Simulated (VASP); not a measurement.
# InGaAs2 (P-4m2) in VASP: notebook

Runs on InGaAs2. Level: PBEsol. Tasks: single point.

Everything below comes from runs of VASP 6.6.1. Logs are shortened: lines on timing, memory, paths and dates and some standing lists are left out, and cuts for length are marked.

### Step 1. The cell of the first run

It takes space group P-4m2 (No. 115, tetragonal). The conventional cell has a = 3.937 Å, b = 3.937 Å, c = 5.756 Å, α = 90.00°, β = 90.00°, γ = 90.00°. Within 3.3 Å of In (site symmetry -4m2) lie 4 As at 2.51 Å. Ga (site symmetry -4m2) has 4 As at 2.37 Å within 3.1 Å. As (site symmetry 2mm) has 2 Ga at 2.37 Å and 2 In at 2.51 Å within 3.1 Å.

### Step 2. Single point, PBEsol (strain -0.050 along x and y, -0.025 along z)

INCAR reads:

```
PREC = Accurate ; ENCUT = 520
EDIFF = 1E-6 ; ISMEAR = 0
SIGMA = 0.15 ; LREAL = F
LASPH = T ; NELM = 80
ALGO = Normal ; ISIF = 2
LWAVE = F ; LCHARG = F
GGA = PS ; NBANDS = 26
```

KPOINTS reads:

```
regular mesh
0
Gamma
  12 12 8
```

POSCAR reads:

```
InGaAs2
1.0
    3.9369104442      0.0000000000      0.0000000000
    0.0000000000      3.9369104442      0.0000000000
    0.0000000000      0.0000000000      5.7563978875
In Ga As
1 1 2
Direct
    0.0000000000      0.0000000000      0.5000000000
    0.5000000000      0.5000000000      0.0000000000
    0.5000000000      0.0000000000      0.7697097067
    0.0000000000      0.5000000000      0.2302902933
```

Potentials or basis: VASP PAW PBE potentials, release 64 (In_d, Ga_d, As).

The run is started by

```
$ cat potpaw_PBE.64/In_d/POTCAR potpaw_PBE.64/Ga_d/POTCAR potpaw_PBE.64/As/POTCAR > POTCAR
$ mpirun -np 1 vasp_std > vasp.out
```

OUTCAR:

```text
PREC = Accurate
   ENCUT = 520
   EDIFF = 1E-6
   ISMEAR = 0
   LREAL = F
   LASPH = T
   NELM = 80
   ISIF = 2
   GGA = PS

 ion  position               nearest neighbor table
   1  0.000  0.000  0.500-   3 2.51   4 2.51   4 2.51   3 2.51
   2  0.500  0.500  0.000-   3 2.37   4 2.37   3 2.37   4 2.37
   3  0.500  0.000  0.770-   2 2.37   2 2.37   1 2.51   1 2.51
   4  0.000  0.500  0.230-   2 2.37   2 2.37   1 2.51   1 2.51

  LATTYP: Found a simple tetragonal cell.
 ALAT       =     3.9369104442
 C/A-ratio  =     1.4621612478

  Lattice vectors:

 A1 = (   3.9369104442,   0.0000000000,   0.0000000000)
 A2 = (   0.0000000000,   3.9369104442,   0.0000000000)
 A3 = (   0.0000000000,   0.0000000000,   5.7563978875)

Analysis of symmetry for initial positions (statically):
=====================================================================
 Subroutine PRICEL returns:
 Original cell was already a primitive cell.

 Routine SETGRP: Setting up the symmetry group for a
 simple tetragonal supercell.

 Subroutine GETGRP returns: Found  8 space group operations
 (whereof  8 operations were pure point group operations)
 out of a pool of 16 trial point group operations.

The static configuration has the point symmetry D_2d.

Analysis of symmetry for dynamics (positions and initial velocities):
=====================================================================
 Subroutine PRICEL returns:
 Original cell was already a primitive cell.

 Routine SETGRP: Setting up the symmetry group for a
 simple tetragonal supercell.

 Subroutine GETGRP returns: Found  8 space group operations
 (whereof  8 operations were pure point group operations)
 out of a pool of 16 trial point group operations.

The dynamic configuration has the point symmetry D_2d.

 Subroutine INISYM returns: Found  8 space group operations
 (whereof  8 operations are pure point group operations),
 and found     1 'primitive' translations

----------------------------------------------------------------------------------------

                                     Primitive cell

  volume of cell :      89.2199

  direct lattice vectors                    reciprocal lattice vectors
     3.936910444  0.000000000  0.000000000     0.254006286  0.000000000  0.000000000
     0.000000000  3.936910444  0.000000000     0.000000000  0.254006286  0.000000000
     0.000000000  0.000000000  5.756397888     0.000000000  0.000000000  0.173719750

  length of vectors
     3.936910444  3.936910444  5.756397888     0.254006286  0.254006286  0.173719750

  position of ions in fractional coordinates (direct lattice)
     0.000000000  0.000000000  0.500000000
     0.500000000  0.500000000  0.000000000
     0.500000000  0.000000000  0.769709707
     0.000000000  0.500000000  0.230290293

  ion indices of the primitive-cell ions
   primitive index   ion index
                 1           1
                 2           2
                 3           3
                 4           4

----------------------------------------------------------------------------------------

 KPOINTS: regular mesh

Automatic generation of k-mesh.
 Grid dimensions read from file:
 generate k-points for:   12   12    8

 Generating k-lattice:

  Cartesian coordinates                     Fractional coordinates (reciprocal lattice)
     0.021167190  0.000000000  0.000000000     0.083333333  0.000000000  0.000000000
     0.000000000  0.021167190  0.000000000     0.000000000  0.083333333  0.000000000
     0.000000000  0.000000000  0.021714969     0.000000000  0.000000000  0.125000000

  Length of vectors
     0.021167190  0.021167190  0.021714969

  Shift w.r.t. Gamma in fractional coordinates (k-lattice)
     0.000000000  0.000000000  0.000000000

 Subroutine IBZKPT returns following result:
 ===========================================

 Found    140 irreducible k-points:

 Following reciprocal coordinates:
            Coordinates               Weight
  0.000000  0.000000  0.000000      1.000000
  0.083333  0.000000  0.000000      4.000000
  0.166667  0.000000  0.000000      4.000000
  0.250000  0.000000  0.000000      4.000000
  0.333333  0.000000  0.000000      4.000000
  0.416667  0.000000  0.000000      4.000000
[... 16 lines left out ...]
  0.333333  0.333333  0.000000      4.000000
  0.416667  0.333333  0.000000      8.000000
 [... further k-points ...]
   k-points           NKPTS =    140   k-points in BZ     NKDIM =    140   number of bands    NBANDS=     26
   number of dos      NEDOS =    301   number of ions     NIONS =      4
   total plane-waves  NPLWV =  43200
   dimension x,y,z NGX =    30 NGY =   30 NGZ =   48
   dimension x,y,z NGXF=    60 NGYF=   60 NGZF=   96
   ions per type =               1   1   2
   NGX,Y,Z   is equivalent  to a cutoff of  12.67, 12.67, 13.86 a.u.
   NGXF,Y,Z  is equivalent  to a cutoff of  25.34, 25.34, 27.72 a.u.
 SYSTEM =  unknown system
   PREC   = accura    normal or accurate (medium, high low for compatibility)
   ISTART =      0    job   : 0-new  1-cont  2-samecut
   ICHARG =      2    charge: 1-file 2-atom 10-const
   ISPIN  =      1    spin polarized calculation?
   LNONCOLLINEAR =      F non collinear calculations
   LSORBIT =      F    spin-orbit coupling
   LASPH  =      T    aspherical Exc in radial PAW
   ENCUT  =  520.0 eV  38.22 Ry    6.18 a.u.   7.32  7.32 10.70*2*pi/ulx,y,z
   NELM   =     80;   NELMIN=  2; NELMDL= -5     # of ELM steps
   EDIFF  = 0.1E-05   stopping-criterion for ELM
   LREAL  =      F    real-space projection
   EDIFFG = 0.1E-04   stopping-criterion for IOM
   NSW    =      0    number of steps for IOM
   IBRION =     -1    ionic relax: 0-MD 1-quasi-New 2-CG
   NFREE  =      0    steps in history (QN), initial steepest desc. (CG)
   ISIF   =      2    stress and relaxation
   ISYM   =      2    0-nonsym 1-usesym 2-fastsym
   POTIM  = 0.5000    time-step for ionic-motion
   TEBEG  =    0.0;   TEEND  =   0.0 temperature during run
   PSTRESS=    0.0 pullay stress
   NELECT =      36.0000    total number of electrons
   NUPDOWN=      -1.0000    fix difference up-down
   EMIN   =  10.00;   EMAX   =-10.00  energy-range for DOS
   EFERMI =   0.00;   METHOD = LEGACY
   ISMEAR =     0;   SIGMA  =   0.15  broadening in eV -4-tet -1-fermi 0-gaus
   EFERMI_NEDOS =   21; number of points for ismear=-14 and -15
   IALGO  =     38    algorithm
   IMIX   =      4    mixing-type and parameters
     AMIX     =   0.40;   BMIX     =  1.00
     AMIX_MAG =   1.60;   BMIX_MAG =  1.00
  volume/ion in A,a.u.               =      22.30       150.52
  Fermi-wavevector in a.u.,A,eV,Ry     =   1.209730  2.286058 19.911394  1.463446
  Thomas-Fermi vector in A             =   2.345298
   LORBIT       =      0    0 simple, 1 ext, 2 COOP (PROOUT), +10 PAW based schemes
   GGA     = PS    functional components
   LHFCALC =     F    Hartree Fock is set to
   AEXX    =    0.0000 exact exchange contribution
   IVDW    =     0    specifies the selected vdW correction
   LEPSILON=     F    determine dielectric tensor
   LRPA    =     F    only Hartree local field effects (RPA)
 non-spin polarized calculation
 Gauss-broadening in eV      SIGMA  =   0.15
  energy-cutoff  :      520.00
  volume of cell :       89.22
 maximum number of plane-waves:      2430
 NGX is ok and might be reduce to    30
   NGX = 15   NGY = 15   NGZ = 21

 number of electron      36.0000005 magnetization

 Free energy of the ion-electron system (eV)
  ---------------------------------------------------
  ext. energy  EPLUGINS =         0.00000000
  ---------------------------------------------------
  free energy    TOTEN  =       -17.13207226 eV

  energy without entropy =      -17.13205955  energy(sigma->0) =      -17.13206591

 E-fermi :   5.7652     XC(G=0): -10.0488

 val. band max:        5.4736072479   @ k =   0.0000   0.0000   0.0000
 cond. band min:       6.0048628235   @ k =   0.0000   0.0000   0.0000
 fundamental gap:      0.5312555756
 Fermi energy:         5.7651594372

 k-point     1 :       0.0000    0.0000    0.0000
  band No.  band energies     occupation
      1      -9.7929      2.00000
      2      -9.6614      2.00000
      3      -9.6614      2.00000
      4      -9.6083      2.00000
      5      -9.5724      2.00000
      6      -9.4038      2.00000
[... 18 lines left out ...]
     25      13.0687      0.00000
     26      14.9260      0.00000

 k-point     2 :       0.0833    0.0000    0.0000
  band No.  band energies     occupation
      1      -9.7909      2.00000
      2      -9.6665      2.00000
      3      -9.6609      2.00000
      4      -9.6069      2.00000
      5      -9.5733      2.00000
      6      -9.3996      2.00000
[... 18 lines left out ...]
     25      13.4169      0.00000
     26      14.7065      0.00000

 k-point     3 :       0.1667    0.0000    0.0000
  band No.  band energies     occupation
      1      -9.7853      2.00000
      2      -9.6799      2.00000
      3      -9.6598      2.00000
      4      -9.6036      2.00000
      5      -9.5756      2.00000
      6      -9.3893      2.00000
[... 18 lines left out ...]
     25      13.9616      0.00000
     26      14.1246      0.00000

 k-point     4 :       0.2500    0.0000    0.0000
  band No.  band energies     occupation
      1      -9.7777      2.00000
      2      -9.6975      2.00000
      3      -9.6582      2.00000
      4      -9.5994      2.00000
      5      -9.5788      2.00000
      6      -9.3796      2.00000
[... 18 lines left out ...]
     25      13.2519      0.00000
     26      13.5524      0.00000
[... 496 lines left out ...]
      1      -9.7684      2.00000
      2      -9.7575      2.00000
      3      -9.6451      2.00000
      4      -9.5948      2.00000
      5      -9.5892      2.00000
      6      -9.3551      2.00000
[... 18 lines left out ...]
     25      13.7816      0.00000
     26      14.0841      0.00000

 k-point    23 :       0.3333    0.3333    0.0000
  band No.  band energies     occupation
      1      -9.7731      2.00000
      2      -9.7546      2.00000
      3      -9.6431      2.00000
      4      -9.5954      2.00000
      5      -9.5901      2.00000
      6      -9.3392      2.00000
[... 18 lines left out ...]
     25      13.3117      0.00000
     26      14.0232      0.00000

 k-point    24 :       0.4167    0.3333    0.0000
  band No.  band energies     occupation
      1      -9.7748      2.00000
      2      -9.7652      2.00000
      3      -9.6381      2.00000
      4      -9.5985      2.00000
      5      -9.5885      2.00000
      6      -9.3389      2.00000
[... 18 lines left out ...]
     25      14.1339      0.00000
     26      14.4705      0.00000

 [... further k-points ...]

------------------------ aborting loop because EDIFF is reached ----------------------------------------

  FORCE on cell =-STRESS in cart. coord.  units (eV):
  Direction    XX          YY          ZZ          XY          YZ          ZX
  --------------------------------------------------------------------------------------
  -------------------------------------------------------------------------------------
  Total        6.1439813      6.1439813      5.6170630      0.0000000      0.0000000      0.0000000
  in kB      110.3312637    110.3312637    100.8690661      0.0000000      0.0000000      0.0000000
  external PRESSURE =     107.1771978 kB  Pullay stress =       0.0000000 kB

 VOLUME and BASIS-vectors are now :
 -----------------------------------------------------------------------------
  energy-cutoff  :      520.00
  volume of cell :       89.22
      direct lattice vectors                 reciprocal lattice vectors
     3.936910444  0.000000000  0.000000000     0.254006286  0.000000000  0.000000000
     0.000000000  3.936910444  0.000000000     0.000000000  0.254006286  0.000000000
     0.000000000  0.000000000  5.756397888     0.000000000  0.000000000  0.173719750

 POSITION                                       TOTAL-FORCE (eV/Angst)
 -----------------------------------------------------------------------------------
      0.00000      0.00000      2.87820         0.000000     -0.000000      0.000000
      1.96846      1.96846      0.00000        -0.000000      0.000000      0.000000
      1.96846      0.00000      4.43076         0.000000     -0.000000      0.134017
      0.00000      1.96846      1.32564        -0.000000     -0.000000     -0.134017
 -----------------------------------------------------------------------------------
    total drift:                                0.000000      0.000000     -0.000000

  FREE ENERGIE OF THE ION-ELECTRON SYSTEM (eV)
  ---------------------------------------------------
  free  energy   TOTEN  =       -17.1320722594 eV

  energy  without entropy=      -17.1320595522  energy(sigma->0) =      -17.13206591
```

It took 5.8 min on 1 thread of Intel Xeon Platinum 8375C at 2.90GHz (Ice Lake), shared host; peak memory 0.45 GiB.

What came out:

* Free energy: -17.1321 eV
* Pressure: 10.7 GPa
* Largest force: 0.134 eV/Å
* Band gap on the k mesh: 0.53 eV, direct

Forces in eV/Å, atoms in the order of the input:
```
In   0.000  0.000  0.000
Ga   0.000  0.000  0.000
As   0.000  0.000  0.134
As   0.000  0.000 -0.134
```

Stress tensor (GPa, compression positive):
```
11.03  0.00  0.00
 0.00 11.03  0.00
 0.00  0.00 10.09
```

Levels at points of the mesh, in eV from the valence-band top:
```tsv
k point	band 15	band 16	band 17	band 18	band 19	band 20	band 21	band 22
(0.00, 0.00, 0.00)	-2.98	-0.37	0.00	0.00	0.53	1.30	1.85	3.71
(0.50, 0.00, 0.00)	-4.00	-3.72	-1.68	-0.98	2.30	3.47	4.94	5.05
(0.50, 0.50, 0.00)	-3.31	-3.10	-3.10	-2.91	1.00	1.00	1.36	1.69
(0.00, 0.00, 0.50)	-2.24	-2.24	-1.48	-1.48	1.78	1.91	2.88	3.61
(0.50, 0.00, 0.50)	-1.64	-1.50	-1.46	-0.86	0.77	1.28	4.03	4.64
(0.50, 0.50, 0.50)	-4.00	-3.87	-3.80	-3.80	4.18	4.18	4.42	4.66
```

Caveat: the cell differs from its parent crystal (strain -0.050 along x and y, -0.025 along z); the PAW data sets were made with another functional, which shifts forces and pressure a little; spin-orbit coupling is left out, which moves the levels of the heavy elements. A k mesh can miss the band edges.

(Part 1 of 2 ends here.)
